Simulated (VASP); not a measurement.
**PtS2: single point with LDA**

PtS2:

```
Pt S
1.0
     1.76444    1.01870    5.52305
    -1.76444    1.01870    5.52305
     0.00000   -2.03740    5.52305
Pt S
1 2
Direct
  0.00000 0.00000 0.00000
  0.25830 0.25830 0.25830
  0.74170 0.74170 0.74170
```

```
Program             : VASP 6.6.1
Task                : single point
Functional          : LDA
Potentials or basis : VASP PAW LDA potentials, release 64 (Pt, S)
Cutoff              : 520 eV
k mesh              : 8 × 8 × 8
Occupations         : gaussian, width 0.01 eV
Spin                : no spin polarisation
```

```yaml
Pressure: -3.6 GPa
Largest_force: 0.437 eV/Å
Band_gap_on_the_k_mesh: 0.93 eV, indirect (least direct gap 1.09 eV)
```

Forces on the atoms (eV/Å):
```
Pt   0.000  0.000  0.000
S    0.000  0.000  0.437
S    0.000  0.000 -0.437
```

Stress tensor (GPa, compression positive):
```
-3.54  0.00  0.00
 0.00 -3.54  0.00
 0.00  0.00 -3.86
```

Levels at points of the mesh, in eV from the valence-band top:
| k point | band 7 | band 8 | band 9 | band 10 | band 11 | band 12 | band 13 | band 14 | band 15 | band 16 |
| --- | --- | --- | --- | --- | --- | --- | --- | --- | --- | --- |
| (0.00, 0.00, 0.00) | -3.39 | -1.54 | -0.61 | -0.61 | -0.11 | 2.71 | 2.71 | 5.28 | 5.38 | 8.18 |
| (0.50, 0.00, 0.00) | -2.63 | -2.55 | -2.33 | -2.22 | -2.12 | 2.05 | 2.32 | 5.88 | 6.28 | 8.37 |
| (0.50, 0.50, 0.00) | -2.69 | -2.63 | -2.52 | -2.19 | -1.62 | 2.77 | 2.82 | 4.22 | 5.80 | 8.76 |
| (0.50, 0.50, 0.50) | -3.38 | -2.11 | -0.95 | -0.75 | -0.75 | 2.85 | 2.85 | 5.66 | 7.08 | 8.62 |

Wall time 2.9 min on 1 thread of AMD EPYC 7R43 64-Core Processor (Zen 3) (shared host), peak memory 0.25 GiB.

Caveat: spin-orbit coupling is left out, which moves the levels of the heavy elements. A hybrid or GW would open this gap; LDA tends to underestimate it.
